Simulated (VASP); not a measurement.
# Cs (P6/mmm) in VASP: notebook

Runs on Cs. Level: r2SCAN. Tasks: single point.

Everything below comes from runs of VASP 6.6.1. Logs are shortened: lines on timing, memory, paths and dates and some standing lists are left out, and cuts for length are marked.

## (1) The cell of the first run

Symmetry: P6/mmm, No. 191, hexagonal system. The conventional cell has a = 5.367 Å, b = 5.367 Å, c = 5.015 Å, α = 90.00°, β = 90.00°, γ = 120.00°.

This isn't the form of Cs at room conditions, which is bcc.

## (2) Single point, r2SCAN

File POSCAR:

```
Cs
1.0
    5.3673347428      0.0000000000      0.0000000000
   -2.6836673714      4.6482482379      0.0000000000
    0.0000000000      0.0000000000      5.0151034003
Cs
1
Direct
    0.0000000000      0.0000000000      0.0000000000
```

File INCAR.step1:

```
SYSTEM = Cs
ALGO = Normal
EDIFF = 1E-4
ENCUT = 520
GGA = PE
ISMEAR = 0
LASPH = .True.
LCHARG = .False.
LREAL = .False.
LWAVE = .True.
NBANDS = 10
NELM = 100
PREC = Accurate
SIGMA = 0.1
```

File INCAR.step2:

```
SYSTEM = Cs
ALGO = Normal
EDIFF = 1E-7
ENCUT = 520
ISIF = 2
ISMEAR = 0
ISTART = 1
LASPH = .True.
LCHARG = .False.
LMIXTAU = .True.
LREAL = .False.
LWAVE = .False.
METAGGA = R2SCAN
NBANDS = 10
NELM = 100
PREC = Accurate
SIGMA = 0.1
```

File KPOINTS:

```
k-points
0
Gamma
  12 12 12
  0 0 0
```

Potentials or basis: VASP PAW PBE potentials, release 64 (Cs_sv).

The run is started by

```bash
$ cat potpaw_PBE.64/Cs_sv/POTCAR > POTCAR
$ cp INCAR.step1 INCAR
$ mpirun -np 1 vasp_std > vasp.out
$ cp INCAR.step2 INCAR
$ mpirun -np 1 vasp_std > vasp.out
```

OUTCAR:

```text
SYSTEM = Cs
   EDIFF = 1E-7
   ENCUT = 520
   ISIF = 2
   ISMEAR = 0
   ISTART = 1
   LASPH = .True.
   LREAL = .False.
   METAGGA = R2SCAN
   NELM = 100
   PREC = Accurate

 ion  position               nearest neighbor table
   1  0.000  0.000  0.000-

  LATTYP: Found a hexagonal cell.
 ALAT       =     5.3673347428
 C/A-ratio  =     0.9343750000

  Lattice vectors:

 A1 = (   5.3673347428,   0.0000000000,   0.0000000000)
 A2 = (  -2.6836673714,   4.6482482379,   0.0000000000)
 A3 = (   0.0000000000,   0.0000000000,   5.0151034003)

Analysis of symmetry for initial positions (statically):
=====================================================================
 Subroutine PRICEL returns:
 Original cell was already a primitive cell.

 Routine SETGRP: Setting up the symmetry group for a
 hexagonal supercell.

 Subroutine GETGRP returns: Found 24 space group operations
 (whereof 24 operations were pure point group operations)
 out of a pool of 24 trial point group operations.

The static configuration has the point symmetry D_6h.

Analysis of symmetry for dynamics (positions and initial velocities):
=====================================================================
 Subroutine PRICEL returns:
 Original cell was already a primitive cell.

 Routine SETGRP: Setting up the symmetry group for a
 hexagonal supercell.

 Subroutine GETGRP returns: Found 24 space group operations
 (whereof 24 operations were pure point group operations)
 out of a pool of 24 trial point group operations.

The dynamic configuration has the point symmetry D_6h.

 Subroutine INISYM returns: Found 24 space group operations
 (whereof 24 operations are pure point group operations),
 and found     1 'primitive' translations

----------------------------------------------------------------------------------------

                                     Primitive cell

  volume of cell :     125.1203

  direct lattice vectors                    reciprocal lattice vectors
     5.367334743  0.000000000  0.000000000     0.186312210  0.107567405  0.000000000
    -2.683667371  4.648248238  0.000000000     0.000000000  0.215134810  0.000000000
     0.000000000  0.000000000  5.015103400     0.000000000  0.000000000  0.199397683

  length of vectors
     5.367334743  5.367334743  5.015103400     0.215134810  0.215134810  0.199397683

  position of ions in fractional coordinates (direct lattice)
     0.000000000  0.000000000  0.000000000

  ion indices of the primitive-cell ions
   primitive index   ion index
                 1           1

----------------------------------------------------------------------------------------

 KPOINTS: k-points

Automatic generation of k-mesh.
 Grid dimensions read from file:
 generate k-points for:   12   12   12

 Generating k-lattice:

  Cartesian coordinates                     Fractional coordinates (reciprocal lattice)
     0.015526018  0.008963950  0.000000000     0.083333333  0.000000000  0.000000000
     0.000000000  0.017927901  0.000000000     0.000000000  0.083333333  0.000000000
     0.000000000  0.000000000  0.016616474     0.000000000  0.000000000  0.083333333

  Length of vectors
     0.017927901  0.017927901  0.016616474

  Shift w.r.t. Gamma in fractional coordinates (k-lattice)
     0.000000000  0.000000000  0.000000000

 Subroutine IBZKPT returns following result:
 ===========================================

 Found    133 irreducible k-points:

 Following reciprocal coordinates:
            Coordinates               Weight
  0.000000  0.000000  0.000000      1.000000
  0.083333  0.000000  0.000000      6.000000
  0.166667  0.000000  0.000000      6.000000
  0.250000  0.000000  0.000000      6.000000
  0.333333  0.000000  0.000000      6.000000
  0.416667 -0.000000  0.000000      6.000000
[... 16 lines left out ...]
  0.250000  0.000000  0.083333     12.000000
  0.333333  0.000000  0.083333     12.000000
 [... further k-points ...]
   k-points           NKPTS =    133   k-points in BZ     NKDIM =    133   number of bands    NBANDS=     10
   number of dos      NEDOS =    301   number of ions     NIONS =      1
   total plane-waves  NPLWV =  64000
   dimension x,y,z NGX =    40 NGY =   40 NGZ =   40
   dimension x,y,z NGXF=    80 NGYF=   80 NGZF=   80
   ions per type =               1
   NGX,Y,Z   is equivalent  to a cutoff of  12.39, 12.39, 13.26 a.u.
   NGXF,Y,Z  is equivalent  to a cutoff of  24.78, 24.78, 26.52 a.u.
 SYSTEM =  Cs
   PREC   = accura    normal or accurate (medium, high low for compatibility)
   ISTART =      1    job   : 0-new  1-cont  2-samecut
   ICHARG =      0    charge: 1-file 2-atom 10-const
   ISPIN  =      1    spin polarized calculation?
   LNONCOLLINEAR =      F non collinear calculations
   LSORBIT =      F    spin-orbit coupling
   LASPH  =      T    aspherical Exc in radial PAW
   ENCUT  =  520.0 eV  38.22 Ry    6.18 a.u.   9.98  9.98  9.32*2*pi/ulx,y,z
   NELM   =    100;   NELMIN=  2; NELMDL=  0     # of ELM steps
   EDIFF  = 0.1E-06   stopping-criterion for ELM
   LREAL  =      F    real-space projection
   EDIFFG = 0.1E-05   stopping-criterion for IOM
   NSW    =      0    number of steps for IOM
   IBRION =     -1    ionic relax: 0-MD 1-quasi-New 2-CG
   NFREE  =      0    steps in history (QN), initial steepest desc. (CG)
   ISIF   =      2    stress and relaxation
   ISYM   =      2    0-nonsym 1-usesym 2-fastsym
   POTIM  = 0.5000    time-step for ionic-motion
   TEBEG  =    0.0;   TEEND  =   0.0 temperature during run
   PSTRESS=    0.0 pullay stress
   NELECT =       9.0000    total number of electrons
   NUPDOWN=      -1.0000    fix difference up-down
   EMIN   =  10.00;   EMAX   =-10.00  energy-range for DOS
   EFERMI =   0.00;   METHOD = LEGACY
   ISMEAR =     0;   SIGMA  =   0.10  broadening in eV -4-tet -1-fermi 0-gaus
   EFERMI_NEDOS =   21; number of points for ismear=-14 and -15
   IALGO  =     38    algorithm
   IMIX   =      4    mixing-type and parameters
     AMIX     =   0.40;   BMIX     =  1.00
     AMIX_MAG =   1.60;   BMIX_MAG =  1.00
  volume/ion in A,a.u.               =     125.12       844.35
  Fermi-wavevector in a.u.,A,eV,Ry     =   0.680842  1.286605  6.306925  0.463546
  Thomas-Fermi vector in A             =   1.759451
   LORBIT       =      0    0 simple, 1 ext, 2 COOP (PROOUT), +10 PAW based schemes
   METAGGA = R2SCAN    functional components
   LHFCALC =     F    Hartree Fock is set to
   AEXX    =    0.0000 exact exchange contribution
   IVDW    =     0    specifies the selected vdW correction
   LEPSILON=     F    determine dielectric tensor
   LRPA    =     F    only Hartree local field effects (RPA)
 non-spin polarized calculation
 Gauss-broadening in eV      SIGMA  =   0.10
  energy-cutoff  :      520.00
  volume of cell :      125.12
 maximum number of plane-waves:      3402
 NGX is ok and might be reduce to    40
   NGX = 19   NGY = 19   NGZ = 19

 number of electron       9.0000000 magnetization

 Free energy of the ion-electron system (eV)
  ---------------------------------------------------
  ext. energy  EPLUGINS =         0.00000000
  ---------------------------------------------------
  free energy    TOTEN  =       -24.96996252 eV

  energy without entropy =      -24.96370114  energy(sigma->0) =      -24.96683183

 E-fermi :   0.3669     XC(G=0):  -5.4127

 val. band max:        0.3587785501   @ k =   0.0833   0.0000   0.5000
 cond. band min:       0.3670866888   @ k =   0.4167   0.0833   0.0000
 fundamental gap:      0.0083081387
 Fermi energy:         0.3669158266

 k-point     1 :       0.0000    0.0000    0.0000
  band No.  band energies     occupation
      1     -24.5934      2.00000
      2     -10.9603      2.00000
      3     -10.9603      2.00000
      4     -10.9567      2.00000
      5      -1.3340      2.00000
      6       1.9968      0.00000
      7       3.0081      0.00000
      8       3.0081      0.00000
      9       5.0302      0.00000
     10       5.0302      0.00000

 k-point     2 :       0.0833    0.0000    0.0000
  band No.  band energies     occupation
      1     -24.5930      2.00000
      2     -10.9688      2.00000
      3     -10.9623      2.00000
      4     -10.9558      2.00000
      5      -1.2647      2.00000
      6       2.0267      0.00000
      7       2.8119      0.00000
      8       3.0735      0.00000
      9       4.7508      0.00000
     10       5.0090      0.00000

 k-point     3 :       0.1667    0.0000    0.0000
  band No.  band energies     occupation
      1     -24.5920      2.00000
      2     -10.9918      2.00000
      3     -10.9675      2.00000
      4     -10.9534      2.00000
      5      -1.0624      2.00000
      6       2.1026      0.00000
      7       2.4047      0.00000
      8       3.2667      0.00000
      9       4.3648      0.00000
     10       4.9527      0.00000

 k-point     4 :       0.2500    0.0000    0.0000
  band No.  band energies     occupation
      1     -24.5906      2.00000
      2     -11.0228      2.00000
      3     -10.9747      2.00000
      4     -10.9500      2.00000
      5      -0.7438      2.00000
      6       1.9736      0.00000
      7       2.1808      0.00000
      8       3.5777      0.00000
      9       4.0428      0.00000
     10       4.8798      0.00000

 k-point     5 :       0.3333    0.0000    0.0000
  band No.  band energies     occupation
      1     -24.5893      2.00000
      2     -11.0534      2.00000
      3     -10.9818      2.00000
      4     -10.9466      2.00000
      5      -0.3366      2.00000
      6       1.5685      0.00000
      7       2.1938      0.00000
      8       3.8067      0.00000
      9       3.9885      0.00000
     10       4.8107      0.00000

 k-point     6 :       0.4167   -0.0000    0.0000
  band No.  band energies     occupation
      1     -24.5882      2.00000
      2     -11.0754      2.00000
      3     -10.9870      2.00000
      4     -10.9442      2.00000
      5       0.1115      1.99970
      6       1.1759      0.00000
      7       2.1339      0.00000
      8       3.6632      0.00000
      9       4.4704      0.00000
     10       4.7624      0.00000
[... 183 lines left out ...]
 k-point    21 :       0.0833    0.0000    0.0833
  band No.  band energies     occupation
      1     -24.5926      2.00000
      2     -10.9681      2.00000
      3     -10.9664      2.00000
      4     -10.9613      2.00000
      5      -1.2066      2.00000
      6       2.0358      0.00000
      7       2.8375      0.00000
      8       3.0966      0.00000
      9       4.5535      0.00000
     10       4.8464      0.00000

 k-point    22 :       0.1667    0.0000    0.0833
  band No.  band energies     occupation
      1     -24.5916      2.00000
      2     -10.9908      2.00000
      3     -10.9666      2.00000
      4     -10.9640      2.00000
      5      -1.0059      2.00000
      6       2.1219      0.00000
      7       2.4324      0.00000
      8       3.2872      0.00000
      9       4.1371      0.00000
     10       4.7811      0.00000

 k-point    23 :       0.2500    0.0000    0.0833
  band No.  band energies     occupation
      1     -24.5902      2.00000
      2     -11.0216      2.00000
      3     -10.9737      2.00000
      4     -10.9605      2.00000
      5      -0.6901      2.00000
      6       1.9971      0.00000
      7       2.2213      0.00000
      8       3.5895      0.00000
      9       3.7992      0.00000
     10       4.7035      0.00000

 k-point    24 :       0.3333    0.0000    0.0833
  band No.  band energies     occupation
      1     -24.5888      2.00000
      2     -11.0521      2.00000
      3     -10.9808      2.00000
      4     -10.9570      2.00000
      5      -0.2867      2.00000
      6       1.5881      0.00000
      7       2.2508      0.00000
      8       3.5945      0.00000
      9       3.9655      0.00000
     10       4.6583      0.00000

 [... further k-points ...]

------------------------ aborting loop because EDIFF is reached ----------------------------------------

  FORCE on cell =-STRESS in cart. coord.  units (eV):
  Direction    XX          YY          ZZ          XY          YZ          ZX
  --------------------------------------------------------------------------------------
  -------------------------------------------------------------------------------------
  Total        0.0147171      0.0147171     -0.0229990      0.0000000      0.0000000      0.0000000
  in kB        0.1884538      0.1884538     -0.2945048      0.0000000      0.0000000      0.0000000
  external PRESSURE =       0.0274676 kB  Pullay stress =       0.0000000 kB

 VOLUME and BASIS-vectors are now :
 -----------------------------------------------------------------------------
  energy-cutoff  :      520.00
  volume of cell :      125.12
      direct lattice vectors                 reciprocal lattice vectors
     5.367334743  0.000000000  0.000000000     0.186312210  0.107567405  0.000000000
    -2.683667371  4.648248238  0.000000000     0.000000000  0.215134810  0.000000000
     0.000000000  0.000000000  5.015103400     0.000000000  0.000000000  0.199397683

 POSITION                                       TOTAL-FORCE (eV/Angst)
 -----------------------------------------------------------------------------------
      0.00000      0.00000      0.00000         0.000000      0.000000      0.000000
 -----------------------------------------------------------------------------------
    total drift:                                0.000000     -0.000000      0.000000

  FREE ENERGIE OF THE ION-ELECTRON SYSTEM (eV)
  ---------------------------------------------------
  free  energy   TOTEN  =       -24.9699625162 eV

  energy  without entropy=      -24.9637011441  energy(sigma->0) =      -24.96683183
```

Wall time 12 min (1 thread of Intel Xeon Platinum 8259CL at 2.50GHz (Skylake/Cascade Lake), shared host); peak memory 0.36 GiB.

Results:

```yaml
Free_energy: -24.9700 eV
Pressure: 0.0 GPa
Band_gap_on_the_k_mesh: zero (an odd number of electrons rules out a gap without spin polarisation)
```

Levels at points of the mesh, in eV from the Fermi level:
| k point | band 3 | band 4 | band 5 | band 6 | band 7 | band 8 |
| --- | --- | --- | --- | --- | --- | --- |
| (0.00, 0.00, 0.00) | -11.33 | -11.32 | -1.70 | 1.63 | 2.64 | 2.64 |
| (0.50, 0.00, 0.00) | -11.36 | -11.31 | 0.05 | 0.53 | 1.73 | 3.25 |
| (0.00, 0.00, 0.50) | -11.31 | -11.31 | -0.09 | 0.26 | 3.07 | 3.07 |
| (0.50, 0.00, 0.50) | -11.43 | -11.34 | 0.45 | 1.28 | 2.32 | 2.38 |

Caveat: the PAW data sets were made with another functional, which shifts forces and pressure a little; spin-orbit coupling is left out, which moves the levels of the heavy elements.

## (3) Single point, r2SCAN

POSCAR is that of step 2.

File INCAR.step1:

```
PREC = Accurate ; ENCUT = 520
ISMEAR = 0 ; SIGMA = 0.1
LREAL = False ; LASPH = True
NELM = 100 ; NBANDS = 10
GGA = PE ; ALGO = Normal
EDIFF = 1E-4 ; LWAVE = True
LCHARG = False
```

File INCAR.step2:

```
PREC = Accurate ; ENCUT = 520
EDIFF = 1E-6 ; ISMEAR = 0
SIGMA = 0.1 ; LREAL = False
LASPH = True ; NELM = 100
ALGO = Normal ; ISIF = 2
LWAVE = False ; LCHARG = False
METAGGA = R2SCAN ; LMIXTAU = True
NBANDS = 10 ; ISTART = 1
```

File KPOINTS:

```
regular mesh
0
Gamma
  6 6 4
```

Potentials or basis: VASP PAW PBE potentials, release 64 (Cs_sv).

The run is started by

```bash
$ cat potpaw_PBE.64/Cs_sv/POTCAR > POTCAR
$ cp INCAR.step1 INCAR
$ mpirun -np 1 vasp_std > vasp.out
$ cp INCAR.step2 INCAR
$ mpirun -np 1 vasp_std > vasp.out
```

It took 3.1 min on 1 thread of Intel Xeon Platinum 8259CL at 2.50GHz (Skylake/Cascade Lake), shared host; peak memory 0.26 GiB.

It converged, with:

```
Free energy            : -24.9720 eV
Pressure               : 0.0 GPa
Band gap on the k mesh : zero (an odd number of electrons rules out a gap without spin polarisation)
```

Stress tensor (GPa, compression positive):
```
 0.10  0.00  0.00
 0.00  0.10  0.00
 0.00  0.00 -0.23
```

Levels at points of the mesh, in eV from the Fermi level:
```tsv
k point	band 2	band 3	band 4	band 5	band 6	band 7	band 8	band 9
(0.00, 0.00, 0.00)	-11.40	-11.40	-11.39	-1.78	1.55	2.57	2.57	4.59
(0.50, 0.00, 0.00)	-11.52	-11.43	-11.38	-0.03	0.46	1.65	3.18	4.31
(0.00, 0.00, 0.50)	-11.55	-11.39	-11.39	-0.16	0.19	3.00	3.00	3.28
(0.50, 0.00, 0.50)	-11.53	-11.50	-11.41	0.37	1.20	2.25	2.31	2.65
```

Caveat: the PAW data sets were made with another functional, which shifts forces and pressure a little; spin-orbit coupling is left out, which moves the levels of the heavy elements.
